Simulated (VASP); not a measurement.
# Ga (Pm-3m) in VASP: further runs

The runs below take Ga through single point, with PBEsol.

Everything below comes from runs of VASP 6.6.1. Logs are shortened: lines on timing, memory, paths and dates and some standing lists are left out, and cuts for length are marked.

## Step 1: The cell of the first run

The structure is cubic, space group Pm-3m (No. 221). Conventional cell: a = 2.661 Å, b = 2.661 Å, c = 2.661 Å, α = 90.00°, β = 90.00°, γ = 90.00°. Ga (site symmetry m-3m) has 6 Ga at 2.66 Å within 3.5 Å.

## Step 2: Single point, PBEsol

The input, INCAR:

```
SYSTEM = Ga
PREC = Accurate ; ENCUT = 520
EDIFF = 1E-6 ; ISMEAR = -1
SIGMA = 0.1 ; LREAL = .FALSE.
LASPH = .TRUE. ; NELM = 80
ALGO = Normal ; ISIF = 2
LWAVE = .FALSE. ; LCHARG = .TRUE.
GGA = PS ; LELF = .TRUE.
LVHAR = .TRUE. ; NBANDS = 12
```

The input, KPOINTS:

```
Automatic mesh
0
G
  14 14 14
  0 0 0
```

The input, POSCAR:

```
Ga
1.0
    2.6605042932      0.0000000000      0.0000000000
    0.0000000000      2.6605042932      0.0000000000
    0.0000000000      0.0000000000      2.6605042932
Ga
1
Direct
    0.0000000000      0.0000000000      0.0000000000
```

Potentials or basis: VASP PAW PBE potentials, release 64 (Ga_d).

Started as:

```
> cat potpaw_PBE.64/Ga_d/POTCAR > POTCAR
> mpirun -np 1 vasp_std > vasp.out
```

OUTCAR:

```text
SYSTEM = Ga
   PREC = Accurate
   ENCUT = 520
   EDIFF = 1E-6
   ISMEAR = -1
   LREAL = .FALSE.
   LASPH = .TRUE.
   NELM = 80
   ISIF = 2
   GGA = PS

 ion  position               nearest neighbor table
   1  0.000  0.000  0.000-

  LATTYP: Found a simple cubic cell.
 ALAT       =     2.6605042932

  Lattice vectors:

 A1 = (   2.6605042932,   0.0000000000,   0.0000000000)
 A2 = (   0.0000000000,   2.6605042932,   0.0000000000)
 A3 = (   0.0000000000,   0.0000000000,   2.6605042932)

Analysis of symmetry for initial positions (statically):
=====================================================================
 Subroutine PRICEL returns:
 Original cell was already a primitive cell.

 Routine SETGRP: Setting up the symmetry group for a
 simple cubic supercell.

 Subroutine GETGRP returns: Found 48 space group operations
 (whereof 48 operations were pure point group operations)
 out of a pool of 48 trial point group operations.

The static configuration has the point symmetry O_h .

Analysis of symmetry for dynamics (positions and initial velocities):
=====================================================================
 Subroutine PRICEL returns:
 Original cell was already a primitive cell.

 Routine SETGRP: Setting up the symmetry group for a
 simple cubic supercell.

 Subroutine GETGRP returns: Found 48 space group operations
 (whereof 48 operations were pure point group operations)
 out of a pool of 48 trial point group operations.

The dynamic configuration has the point symmetry O_h .

 Subroutine INISYM returns: Found 48 space group operations
 (whereof 48 operations are pure point group operations),
 and found     1 'primitive' translations

----------------------------------------------------------------------------------------

                                     Primitive cell

  volume of cell :      18.8318

  direct lattice vectors                    reciprocal lattice vectors
     2.660504293  0.000000000  0.000000000     0.375868591  0.000000000  0.000000000
     0.000000000  2.660504293  0.000000000     0.000000000  0.375868591  0.000000000
     0.000000000  0.000000000  2.660504293     0.000000000  0.000000000  0.375868591

  length of vectors
     2.660504293  2.660504293  2.660504293     0.375868591  0.375868591  0.375868591

  position of ions in fractional coordinates (direct lattice)
     0.000000000  0.000000000  0.000000000

  ion indices of the primitive-cell ions
   primitive index   ion index
                 1           1

----------------------------------------------------------------------------------------

 KPOINTS: Automatic mesh

Automatic generation of k-mesh.
 Grid dimensions read from file:
 generate k-points for:   14   14   14

 Generating k-lattice:

  Cartesian coordinates                     Fractional coordinates (reciprocal lattice)
     0.026847756  0.000000000  0.000000000     0.071428571  0.000000000  0.000000000
     0.000000000  0.026847756  0.000000000     0.000000000  0.071428571  0.000000000
     0.000000000  0.000000000  0.026847756     0.000000000  0.000000000  0.071428571

  Length of vectors
     0.026847756  0.026847756  0.026847756

  Shift w.r.t. Gamma in fractional coordinates (k-lattice)
     0.000000000  0.000000000  0.000000000

 Subroutine IBZKPT returns following result:
 ===========================================

 Found    120 irreducible k-points:

 Following reciprocal coordinates:
            Coordinates               Weight
  0.000000  0.000000  0.000000      1.000000
  0.071429  0.000000  0.000000      6.000000
  0.142857  0.000000  0.000000      6.000000
  0.214286  0.000000  0.000000      6.000000
  0.285714  0.000000  0.000000      6.000000
  0.357143  0.000000  0.000000      6.000000
[... 16 lines left out ...]
  0.285714  0.214286  0.000000     24.000000
  0.357143  0.214286  0.000000     24.000000
 [... further k-points ...]
   k-points           NKPTS =    120   k-points in BZ     NKDIM =    120   number of bands    NBANDS=     12
   number of dos      NEDOS =    301   number of ions     NIONS =      1
   total plane-waves  NPLWV =   8000
   dimension x,y,z NGX =    20 NGY =   20 NGZ =   20
   dimension x,y,z NGXF=    40 NGYF=   40 NGZF=   40
   ions per type =               1
   NGX,Y,Z   is equivalent  to a cutoff of  12.50, 12.50, 12.50 a.u.
   NGXF,Y,Z  is equivalent  to a cutoff of  24.99, 24.99, 24.99 a.u.
 SYSTEM =  Ga
   PREC   = accura    normal or accurate (medium, high low for compatibility)
   ISTART =      0    job   : 0-new  1-cont  2-samecut
   ICHARG =      2    charge: 1-file 2-atom 10-const
   ISPIN  =      1    spin polarized calculation?
   LNONCOLLINEAR =      F non collinear calculations
   LSORBIT =      F    spin-orbit coupling
   LASPH  =      T    aspherical Exc in radial PAW
   ENCUT  =  520.0 eV  38.22 Ry    6.18 a.u.   4.95  4.95  4.95*2*pi/ulx,y,z
   NELM   =     80;   NELMIN=  2; NELMDL= -5     # of ELM steps
   EDIFF  = 0.1E-05   stopping-criterion for ELM
   LREAL  =      F    real-space projection
   EDIFFG = 0.1E-04   stopping-criterion for IOM
   NSW    =      0    number of steps for IOM
   IBRION =     -1    ionic relax: 0-MD 1-quasi-New 2-CG
   NFREE  =      0    steps in history (QN), initial steepest desc. (CG)
   ISIF   =      2    stress and relaxation
   ISYM   =      2    0-nonsym 1-usesym 2-fastsym
   POTIM  = 0.5000    time-step for ionic-motion
   TEBEG  =    0.0;   TEEND  =   0.0 temperature during run
   PSTRESS=    0.0 pullay stress
   NELECT =      13.0000    total number of electrons
   NUPDOWN=      -1.0000    fix difference up-down
   EMIN   =  10.00;   EMAX   =-10.00  energy-range for DOS
   EFERMI =   0.00;   METHOD = LEGACY
   ISMEAR =    -1;   SIGMA  =   0.10  broadening in eV -4-tet -1-fermi 0-gaus
   EFERMI_NEDOS =   21; number of points for ismear=-14 and -15
   IALGO  =     38    algorithm
   IMIX   =      4    mixing-type and parameters
     AMIX     =   0.40;   BMIX     =  1.00
     AMIX_MAG =   1.60;   BMIX_MAG =  1.00
  volume/ion in A,a.u.               =      18.83       127.08
  Fermi-wavevector in a.u.,A,eV,Ry     =   1.446856  2.734161 28.482332  2.093392
  Thomas-Fermi vector in A             =   2.564877
   LORBIT       =      0    0 simple, 1 ext, 2 COOP (PROOUT), +10 PAW based schemes
   GGA     = PS    functional components
   LHFCALC =     F    Hartree Fock is set to
   AEXX    =    0.0000 exact exchange contribution
   IVDW    =     0    specifies the selected vdW correction
   LEPSILON=     F    determine dielectric tensor
   LRPA    =     F    only Hartree local field effects (RPA)
 non-spin polarized calculation
  energy-cutoff  :      520.00
  volume of cell :       18.83
 maximum number of plane-waves:       520
 NGX is ok and might be reduce to    20
   NGX =  9   NGY =  9   NGZ =  9

 number of electron      12.9999993 magnetization

 Free energy of the ion-electron system (eV)
  ---------------------------------------------------
  ext. energy  EPLUGINS =         0.00000000
  ---------------------------------------------------
  free energy    TOTEN  =        -3.27864572 eV

  energy without entropy =       -3.26416577  energy(sigma->0) =       -3.27140574

 E-fermi :   5.1310     XC(G=0): -11.0894

 val. band max:        5.1220761330   @ k =   0.3571   0.2857   0.0000
 cond. band min:       5.1552577542   @ k =   0.4286   0.3571   0.2143
 fundamental gap:      0.0331816212
 Fermi energy:         5.1309954093

 k-point     1 :       0.0000    0.0000    0.0000
  band No.  band energies     occupation
      1     -10.0013      2.00000
      2     -10.0013      2.00000
      3      -9.4005      2.00000
      4      -9.4005      2.00000
      5      -9.4005      2.00000
      6      -5.8620      2.00000
      7      14.5153      0.00000
      8      14.5153      0.00000
      9      14.5153      0.00000
     10      17.4461      0.00000
     11      17.4461      0.00000
     12      20.1914      0.00000

 k-point     2 :       0.0714    0.0000    0.0000
  band No.  band energies     occupation
      1      -9.9989      2.00000
      2      -9.9815      2.00000
      3      -9.4088      2.00000
      4      -9.4088      2.00000
      5      -9.3998      2.00000
      6      -5.7535      2.00000
      7      12.8669      0.00000
      8      14.6301      0.00000
      9      14.6301      0.00000
     10      17.5370      0.00000
     11      18.6256      0.00000
     12      20.9195      0.00000

 k-point     3 :       0.1429    0.0000    0.0000
  band No.  band energies     occupation
      1      -9.9923      2.00000
      2      -9.9273      2.00000
      3      -9.4320      2.00000
      4      -9.4320      2.00000
      5      -9.3978      2.00000
      6      -5.4258      2.00000
      7      10.3707      0.00000
      8      14.9695      0.00000
      9      14.9695      0.00000
     10      17.8100      0.00000
     11      19.4242      0.00000
     12      23.3793      0.00000

 k-point     4 :       0.2143    0.0000    0.0000
  band No.  band energies     occupation
      1      -9.9827      2.00000
      2      -9.8519      2.00000
      3      -9.4653      2.00000
      4      -9.4653      2.00000
      5      -9.3950      2.00000
      6      -4.8747      2.00000
      7       7.9241      0.00000
      8      15.5183      0.00000
      9      15.5183      0.00000
     10      18.2662      0.00000
     11      19.9348      0.00000
     12      26.4730      0.00000

 k-point     5 :       0.2857    0.0000    0.0000
  band No.  band energies     occupation
      1      -9.9721      2.00000
      2      -9.7718      2.00000
      3      -9.5021      2.00000
      4      -9.5021      2.00000
      5      -9.3918      2.00000
      6      -4.0991      2.00000
      7       5.6393      0.01233
      8      16.2445      0.00000
      9      16.2445      0.00000
     10      18.9057      0.00000
     11      20.5033      0.00000
     12      27.2078      0.00000

 k-point     6 :       0.3571    0.0000    0.0000
  band No.  band energies     occupation
      1      -9.9624      2.00000
      2      -9.7027      2.00000
      3      -9.5349      2.00000
      4      -9.5349      2.00000
      5      -9.3890      2.00000
      6      -3.1096      2.00000
      7       3.5601      2.00000
      8      17.0797      0.00000
      9      17.0797      0.00000
     10      19.7234      0.00000
     11      21.1553      0.00000
     12      25.3586      0.00000

 k-point     7 :       0.4286    0.0000    0.0000
  band No.  band energies     occupation
      1      -9.9558      2.00000
      2      -9.6564      2.00000
      3      -9.5575      2.00000
      4      -9.5575      2.00000
      5      -9.3870      2.00000
      6      -1.9639      2.00000
      7       1.7571      2.00000
      8      17.8593      0.00000
      9      17.8593      0.00000
     10      20.6820      0.00000
     11      21.7932      0.00000
     12      23.7786      0.00000

 k-point     8 :       0.5000    0.0000    0.0000
  band No.  band energies     occupation
      1      -9.9534      2.00000
      2      -9.6401      2.00000
      3      -9.5655      2.00000
      4      -9.5655      2.00000
      5      -9.3863      2.00000
      6      -1.1566      2.00000
      7       0.7301      2.00000
      8      18.2176      0.00000
      9      18.2176      0.00000
     10      21.3807      0.00000
     11      22.1047      0.00000
     12      22.8724      0.00000
[... 166 lines left out ...]
 k-point    20 :       0.4286    0.1429    0.0000
  band No.  band energies     occupation
      1      -9.9046      2.00000
      2      -9.6156      2.00000
      3      -9.6013      2.00000
      4      -9.5530      2.00000
      5      -9.4166      2.00000
      6      -1.5513      2.00000
      7       2.1901      2.00000
      8      13.8992      0.00000
      9      18.2236      0.00000
     10      18.3288      0.00000
     11      22.0164      0.00000
     12      24.4308      0.00000

 k-point    21 :       0.5000    0.1429    0.0000
  band No.  band energies     occupation
      1      -9.9020      2.00000
      2      -9.6248      2.00000
      3      -9.5839      2.00000
      4      -9.5609      2.00000
      5      -9.4158      2.00000
      6      -0.7615      2.00000
      7       1.1811      2.00000
      8      14.3931      0.00000
      9      17.5566      0.00000
     10      18.6924      0.00000
     11      22.9387      0.00000
     12      23.3972      0.00000

 k-point    22 :       0.2143    0.2143    0.0000
  band No.  band energies     occupation
      1      -9.9066      2.00000
      2      -9.7411      2.00000
      3      -9.5542      2.00000
      4      -9.4615      2.00000
      5      -9.4550      2.00000
      6      -3.8949      2.00000
      7       8.3559      0.00000
      8       9.4694      0.00000
      9      16.5252      0.00000
     10      19.7351      0.00000
     11      21.7302      0.00000
     12      27.0346      0.00000

 k-point    23 :       0.2857    0.2143    0.0000
  band No.  band energies     occupation
      1      -9.8865      2.00000
      2      -9.6585      2.00000
      3      -9.6031      2.00000
      4      -9.4943      2.00000
      5      -9.4539      2.00000
      6      -3.1289      2.00000
      7       6.5088      0.00000
      8       9.7617      0.00000
      9      17.2563      0.00000
     10      19.0777      0.00000
     11      20.9525      0.00000
     12      27.8059      0.00000

 k-point    24 :       0.3571    0.2143    0.0000
  band No.  band energies     occupation
      1      -9.8724      2.00000
      2      -9.6462      2.00000
      3      -9.5824      2.00000
      4      -9.5262      2.00000
      5      -9.4504      2.00000
      6      -2.1539      2.00000
      7       4.4851      1.99687
      8      10.5943      0.00000
      9      17.3762      0.00000
     10      18.1009      0.00000
     11      21.5924      0.00000
     12      26.4170      0.00000

 [... further k-points ...]
[... 5 lines left out ...]
  --------------------------------------------------------------------------------------
  -------------------------------------------------------------------------------------
  Total       -0.0074575     -0.0074575     -0.0074575      0.0000000      0.0000000     -0.0000000
  in kB       -0.6344697     -0.6344697     -0.6344697      0.0000000      0.0000000     -0.0000000
  external PRESSURE =      -0.6344697 kB  Pullay stress =       0.0000000 kB

 VOLUME and BASIS-vectors are now :
 -----------------------------------------------------------------------------
  energy-cutoff  :      520.00
  volume of cell :       18.83
      direct lattice vectors                 reciprocal lattice vectors
     2.660504293  0.000000000  0.000000000     0.375868591  0.000000000  0.000000000
     0.000000000  2.660504293  0.000000000     0.000000000  0.375868591  0.000000000
     0.000000000  0.000000000  2.660504293     0.000000000  0.000000000  0.375868591

 POSITION                                       TOTAL-FORCE (eV/Angst)
 -----------------------------------------------------------------------------------
      0.00000      0.00000      0.00000         0.000000      0.000000      0.000000
 -----------------------------------------------------------------------------------
    total drift:                                0.000000      0.000000      0.000000

  FREE ENERGIE OF THE ION-ELECTRON SYSTEM (eV)
  ---------------------------------------------------
  free  energy   TOTEN  =        -3.2786457166 eV

  energy  without entropy=       -3.2641657704  energy(sigma->0) =       -3.27140574
```

Run time: 6.1 s. Hardware: 1 thread of Intel Xeon 6975P-C (Granite Rapids), shared host; peak memory 0.14 GiB.

What came out:

```yaml
Free_energy: -3.2786 eV
Pressure: -0.1 GPa
```

Levels at points of the mesh, in eV from the Fermi level:
```
           k point  band 4  band 5  band 6  band 7  band 8  band 9
(0.00, 0.00, 0.00)  -14.53  -14.53  -10.99    9.38    9.38    9.38
(0.50, 0.00, 0.00)  -14.70  -14.52   -6.29   -4.40   13.09   13.09
(0.50, 0.50, 0.00)  -14.67  -14.38   -1.39   -0.74   -0.74    4.21
(0.50, 0.50, 0.50)  -14.37  -14.37    2.77    2.77    2.77    4.54
```

Caveat: the PAW data sets were made with another functional, which shifts forces and pressure a little.

## Step 3: Single point, PBEsol

The input, INCAR:

```
SYSTEM = Ga
PREC = Accurate ; ENCUT = 520
EDIFF = 1E-6 ; ISMEAR = -1
SIGMA = 0.1 ; LREAL = .FALSE.
LASPH = .TRUE. ; NELM = 60
ALGO = Normal ; ISIF = 2
LWAVE = .FALSE. ; LCHARG = .FALSE.
GGA = PS ; NBANDS = 12
```

KPOINTS is that of step 2.

The input, POSCAR:

```
Ga
1.0
    2.6609480272      0.0000000000      0.0000000000
    0.0000000000      2.6609480272      0.0000000000
    0.0000000000      0.0000000000      2.6609480272
Ga
1
Direct
    0.0000000000      0.0000000000      0.0000000000
```

Potentials or basis: VASP PAW PBE potentials, release 64 (Ga_d).

Started as:

```
> cat potpaw_PBE.64/Ga_d/POTCAR > POTCAR
> mpirun -np 1 vasp_std > vasp.out
```

It took 5.9 s on 1 thread of Intel Xeon 6975P-C (Granite Rapids), shared host; peak memory 0.14 GiB.

It converged, with:

| Quantity | Value |
| --- | --- |
| Free energy | -3.2786 eV |
| Pressure | -0.1 GPa |

Levels at points of the mesh, in eV from the Fermi level:
| k point | band 3 | band 4 | band 5 | band 6 | band 7 | band 8 | band 9 | band 10 |
| --- | --- | --- | --- | --- | --- | --- | --- | --- |
| (0.00, 0.00, 0.00) | -14.53 | -14.53 | -14.53 | -10.99 | 9.38 | 9.38 | 9.38 | 12.31 |
| (0.50, 0.00, 0.00) | -14.70 | -14.70 | -14.52 | -6.29 | -4.40 | 13.08 | 13.08 | 16.24 |
| (0.50, 0.50, 0.00) | -14.67 | -14.67 | -14.38 | -1.39 | -0.74 | -0.74 | 4.21 | 16.92 |
| (0.50, 0.50, 0.50) | -14.93 | -14.37 | -14.37 | 2.77 | 2.77 | 2.77 | 4.54 | 8.40 |

Caveat: the PAW data sets were made with another functional, which shifts forces and pressure a little.
